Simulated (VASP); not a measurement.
# BN (F-43m) in VASP: vibrations by perturbation theory with PBEsol

Aim: the vibrations by perturbation theory of BN with PBEsol.

Program: VASP 6.6.1. These are calculated values, not measurements. Logs are shortened: lines on timing, memory, paths and dates and some standing lists are left out, and cuts for length are marked.

## (1) The cell of the first run

The structure is cubic, space group F-43m (No. 216). Conventional cell: a = 3.485 Å, b = 3.485 Å, c = 3.485 Å, α = 90.00°, β = 90.00°, γ = 90.00°. B (site symmetry -43m) has 4 N at 1.51 Å within 2.0 Å. Within 2.0 Å of N (site symmetry -43m) lie 4 B at 1.51 Å.

## (2) Vibrations by perturbation theory, PBEsol

Input file INCAR:

```
SYSTEM = BN
ALGO = Normal ; EDIFF = 1E-8
ENCUT = 600 ; GGA = PS
GGA_COMPAT = .FALSE. ; IBRION = 8
ISIF = 2 ; ISMEAR = 0
LASPH = .TRUE. ; LCHARG = .FALSE.
LEPSILON = .TRUE. ; LREAL = .FALSE.
LWAVE = .FALSE. ; NELM = 120
NSW = 1 ; PREC = Accurate
SIGMA = 0.01
```

Input file KPOINTS:

```
k-points
0
G
  8 8 8
  0 0 0
```

Input file POSCAR:

```
BN
1.0
    0.0000000000      1.7426292627      1.7426292627
    1.7426292627      0.0000000000      1.7426292627
    1.7426292627      1.7426292627      0.0000000000
B N
1 1
Direct
    0.0000000000      0.0000000000      0.0000000000
    0.2500000000      0.2500000000      0.2500000000
```

Potentials or basis: VASP PAW PBE potentials, release 64 (B, N).

Run with:

```bash
$ cat potpaw_PBE.64/B/POTCAR potpaw_PBE.64/N/POTCAR > POTCAR
$ mpirun -np 1 vasp_std > vasp.out
```

OUTCAR:

```text
SYSTEM = BN
   EDIFF = 1E-8
   ENCUT = 600
   GGA = PS
   IBRION = 8
   ISIF = 2
   ISMEAR = 0
   LASPH = .TRUE.
   LEPSILON = .TRUE.
   LREAL = .FALSE.
   NELM = 120
   NSW = 1
   PREC = Accurate

 ion  position               nearest neighbor table
   1  0.000  0.000  0.000-   2 1.51   2 1.51   2 1.51   2 1.51
   2  0.250  0.250  0.250-   1 1.51   1 1.51   1 1.51   1 1.51

  LATTYP: Found a face centered cubic cell.
 ALAT       =     3.4852585254

  Lattice vectors:

 A1 = (   0.0000000000,   1.7426292627,   1.7426292627)
 A2 = (   1.7426292627,   0.0000000000,   1.7426292627)
 A3 = (   1.7426292627,   1.7426292627,   0.0000000000)

Analysis of symmetry for initial positions (statically):
=====================================================================
 Subroutine PRICEL returns:
 Original cell was already a primitive cell.

 Routine SETGRP: Setting up the symmetry group for a
 face centered cubic supercell.

 Subroutine GETGRP returns: Found 24 space group operations
 (whereof 24 operations were pure point group operations)
 out of a pool of 48 trial point group operations.

The static configuration has the point symmetry T_d .

Analysis of symmetry for dynamics (positions and initial velocities):
=====================================================================
 Subroutine PRICEL returns:
 Original cell was already a primitive cell.

 Routine SETGRP: Setting up the symmetry group for a
 face centered cubic supercell.

 Subroutine GETGRP returns: Found 24 space group operations
 (whereof 24 operations were pure point group operations)
 out of a pool of 48 trial point group operations.

The dynamic configuration has the point symmetry T_d .

 Subroutine INISYM returns: Found 24 space group operations
 (whereof 24 operations are pure point group operations),
 and found     1 'primitive' translations

[... 496 lines left out ...]
     0.00000 -8.12598  0.01997

 MACROSCOPIC STATIC DIELECTRIC TENSOR (including local field effects in DFT)
 ------------------------------------------------------
           4.560470    -0.000000    -0.000000
          -0.000000     4.560470    -0.000000
           0.000000     0.000000     4.560470
 ------------------------------------------------------

 PIEZOELECTRIC TENSOR (including local field effects)  for field in x, y, z        (e  Angst)
          XX          YY          ZZ          XY          YZ          ZX
  --------------------------------------------------------------------------------
  x     0.00000     0.00000     0.00000     0.00000    -0.68065     0.00000
  y     0.00000     0.00000     0.00000     0.00000     0.00000    -0.68065
  z     0.00000     0.00000     0.00000    -0.68065     0.00000     0.00000

 PIEZOELECTRIC TENSOR (including local field effects)  for field in x, y, z        (C/m^2)
          XX          YY          ZZ          XY          YZ          ZX
  --------------------------------------------------------------------------------
  x     0.00000     0.00000     0.00000     0.00000    -1.03036     0.00000
  y     0.00000     0.00000     0.00000     0.00000     0.00000    -1.03036
  z     0.00000     0.00000     0.00000    -1.03036     0.00000     0.00000

 BORN EFFECTIVE CHARGES (including local field effects) (in |e|, cummulative output)
 ---------------------------------------------------------------------------------
 ion    1
    1     1.85088     0.00000     0.00000
    2     0.00000     1.85088     0.00000
    3     0.00000     0.00000     1.85088
 ion    2
    1    -1.85088     0.00000    -0.00000
    2     0.00000    -1.85088     0.00000
    3    -0.00000     0.00000    -1.85088

 INTERNAL STRAIN TENSOR FOR ION    2 for displacements in x,y,z  (eV/Angst):
          X           Y           Z          XY          YZ          ZX
  --------------------------------------------------------------------------------
  x     0.00000    -0.00000    -0.00000     0.00000    -8.12598     0.00000
  y    -0.00000     0.00000    -0.00000     0.00000     0.00000    -8.12598
  z    -0.00000    -0.00000     0.00000    -8.12598     0.00000     0.00000

 SECOND DERIVATIVES (NOT SYMMETRIZED)
 ------------------------------------
               1X          1Y          1Z          2X          2Y          2Z
  1X   -31.546602    0.000000    0.000000   31.546602    0.000000    0.000000
  1Y     0.000000  -31.546602    0.000000    0.000000   31.546602    0.000000
  1Z     0.000000    0.000000  -31.546602    0.000000    0.000000   31.546602
  2X    31.556754    0.000000    0.000000  -31.556754    0.000000    0.000000
  2Y     0.000000   31.556754    0.000000    0.000000  -31.556754    0.000000
  2Z     0.000000    0.000000   31.556754    0.000000    0.000000  -31.556754

 Eigenvectors and eigenvalues of the dynamical matrix
 ----------------------------------------------------

   1 f  =   35.552970 THz   223.385900 2PiTHz 1185.919436 cm-1   147.035204 meV
             X         Y         Z           dx          dy          dz
      0.000000  0.000000  0.000000     0.000000    0.751135    0.000000
      0.871315  0.871315  0.871315     0.000000   -0.660148    0.000000
[... 21 lines left out ...]
   6 f/i=    0.002836 THz     0.017820 2PiTHz    0.094605 cm-1     0.011730 meV
             X         Y         Z           dx          dy          dz
      0.000000  0.000000  0.000000     0.000000    0.000000   -0.660148
      0.871315  0.871315  0.871315     0.000000    0.000000   -0.751135

--------------------------------------------------------------------------------------------------------

 MACROSCOPIC STATIC DIELECTRIC TENSOR IONIC CONTRIBUTION
 ------------------------------------------------------
           1.856320    -0.000000    -0.000000
          -0.000000     1.856320    -0.000000
          -0.000000    -0.000000     1.856320
 ------------------------------------------------------

 ELASTIC MODULI CONTR FROM IONIC RELAXATION (kBar)
 Direction    XX          YY          ZZ          XY          YZ          ZX
 --------------------------------------------------------------------------------
 XX          -0.0000      0.0000      0.0000     -0.0000      0.0000     -0.0000
 YY           0.0000     -0.0000      0.0000     -0.0000     -0.0000      0.0000
 ZZ           0.0000      0.0000     -0.0000      0.0000     -0.0000     -0.0000
 XY          -0.0000     -0.0000      0.0000   -308.6844      0.0000      0.0000
 YZ           0.0000     -0.0000     -0.0000      0.0000   -308.6844      0.0000
 ZX          -0.0000      0.0000     -0.0000      0.0000      0.0000   -308.6844
 --------------------------------------------------------------------------------

 PIEZOELECTRIC TENSOR IONIC CONTR  for field in x, y, z        (C/m^2)
          XX          YY          ZZ          XY          YZ          ZX
  --------------------------------------------------------------------------------
  x    -0.00000     0.00000     0.00000    -0.00000     0.71229    -0.00000
  y     0.00000    -0.00000     0.00000    -0.00000    -0.00000     0.71229
  z     0.00000     0.00000    -0.00000     0.71229    -0.00000    -0.00000
```

Wall time 2.1 min (1 thread of Intel Xeon 8259CL, shared host); peak memory 0.15 GiB.

Results:

| Property | Result |
| --- | --- |
| Electronic dielectric tensor (diagonal) | 4.56 |
| Born charges (mean of the diagonal) | B +1.85; N -1.85 e |
| Highest phonon frequency at Γ, LO-TO splitting left out | 1186 cm⁻¹ |

Phonon frequencies in cm⁻¹ (negative: imaginary):
```tsv
q point	frequencies
(0.000, 0.000, 0.000)	0 0 0 1186 1186 1186
```

Electronic dielectric tensor:
```
4.56 0.00 0.00
0.00 4.56 0.00
0.00 0.00 4.56
```

Born effective charge tensors (e):
atom 1, B
```
1.85 0.00 0.00
0.00 1.85 0.00
0.00 0.00 1.85
```
atom 2, N
```
-1.85  0.00  0.00
 0.00 -1.85  0.00
 0.00  0.00 -1.85
```

Caveat: the k points lie up to 0.39 Å⁻¹ apart; the cell stands under pressure or tension, which shifts response properties.
